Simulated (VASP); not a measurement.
Wanted: the native input for a VASP 6.6.1 run.

```yaml
Task: electric field gradients
Functional: LDA
Potentials_or_basis: VASP PAW LDA potentials, release 64 (Sr_sv, Tl_d)
Cutoff: 520 eV
k_mesh: 9 × 9 × 9
Occupations: fermi-dirac, width 0.05 eV
Spin: no spin polarisation
Dipole_correction: no
Further_INCAR_settings: ALGO = Normal; EDIFF = 1e-08; NBANDS = 18
```

The structure of SrTl lies in POSCAR:

```
SrTl
1.0
    3.5194021392      0.0000000000      0.0000000000
    0.0000000000      3.5194021392      0.0000000000
    0.0000000000      0.0000000000      3.5194021392
Sr Tl
1 1
Direct
    0.0000000000      0.0000000000      0.0000000000
    0.5000000000      0.5000000000      0.5000000000
```

This cell differs from its parent crystal: volume scaled by 0.65.

One way to write it, as run:

INCAR

```
SYSTEM = SrTl
PREC = Accurate ; ENCUT = 520
EDIFF = 1E-8 ; ISMEAR = -1
SIGMA = 0.05 ; LREAL = .False.
LASPH = .True. ; NELM = 80
ALGO = Normal ; ISIF = 2
LWAVE = .False. ; LCHARG = .False.
LEFG = .True. ; NBANDS = 18
```

KPOINTS

```
Automatic mesh
0
Gamma
  9 9 9
  0 0 0
```

Potentials or basis: VASP PAW LDA potentials, release 64 (Sr_sv, Tl_d).

Command:

```bash
$ cat potpaw_LDA.64/Sr_sv/POTCAR potpaw_LDA.64/Tl_d/POTCAR > POTCAR
$ mpirun -np 1 vasp_std > vasp.out
```

Results of the run:

| Item | Value |
| --- | --- |
| Pressure | 28.5 GPa |

Caveat: without QUAD_EFG the Cq values of the log hold for a quadrupole moment of 1 mb, not for the nuclei.

Run time: 21 s on 1 thread of Intel(R) Xeon(R) Platinum 8259CL CPU @ 2.50GHz (Skylake/Cascade Lake), with other jobs on the host, peak memory 0.15 GiB.
